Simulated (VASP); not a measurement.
## Hg: single point with PBE

Crystal: Hg.

```
Hg
1.0
    -1.84492    1.84492    1.88435
     1.84492   -1.84492    1.88435
     1.84492    1.84492   -1.88435
Hg
1
Direct
  0.50000 0.50000 0.00000
```

```json
{"Program": "VASP 6.6.1", "Task": "single point", "Functional": "PBE", "Potentials or basis": "VASP PAW PBE potentials, release 64 (Hg)", "Cutoff": "500 eV", "k mesh": "9 × 9 × 9", "Occupations": "fermi-dirac, width 0.05 eV", "Spin": "no spin polarisation", "Dipole correction": "no", "Further INCAR settings": "ALGO = Normal; EDIFF = 1e-06; NBANDS = 12"}
```

```yaml
Pressure: 2.4 GPa
Band_gap_on_the_k_mesh: zero (bands 6 and 7 overlap by 2.03 eV)
```

Stress tensor (GPa, compression positive):
```
2.28 0.00 0.00
0.00 2.28 0.00
0.00 0.00 2.66
```

Levels at points of the mesh, in eV from the Fermi level:
```
           k point  band 2  band 3  band 4  band 5  band 6  band 7  band 8  band 9  band 10  band 11
(0.00, 0.00, 0.00)   -6.60   -6.60   -6.55   -5.85   -5.80   15.00   15.16   15.16    15.28    15.67
```

Run time: 5.1 s on 1 thread of Intel(R) Xeon(R) 6975P-C (Granite Rapids) (shared host), peak memory 0.15 GiB.

Caveat: spin-orbit coupling is left out, which moves the levels of the heavy elements.
